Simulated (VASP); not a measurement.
Pt:

```xyz
1
Lattice="-1.5736 1.5736 1.5736 1.5736 -1.5736 1.5736 1.5736 1.5736 -1.5736" Properties=species:S:1:pos:R:3 pbc="T T T"
Pt    0.0000    0.0000    0.0000
```

Base run:

```yaml
Program: VASP 6.6.1
Functional: PBE
Potentials_or_basis: VASP PAW PBE potentials, release 64 (Pt)
Cutoff: 500 eV
k_mesh: 12 × 12 × 12
Occupations: fermi-dirac, width 0.05 eV
Spin: no spin polarisation
```

Its results: band gap on the k mesh zero (band 5 reaches 11.48 eV, above the bottom of band 6 at 9.27 eV); pressure 3.2 GPa.

The run is repeated on the same cell with these changes: functional from PBE to r2SCAN; cutoff from 500 eV to 520 eV. What comes out?

Band gap on the k mesh zero (band 5 reaches 11.29 eV, above the bottom of band 6 at 8.91 eV); pressure -1.5 GPa.

Caveats: spin-orbit coupling is left out, which moves the levels of the heavy elements; the PAW data sets were made with another functional, which shifts forces and pressure a little (some runs).
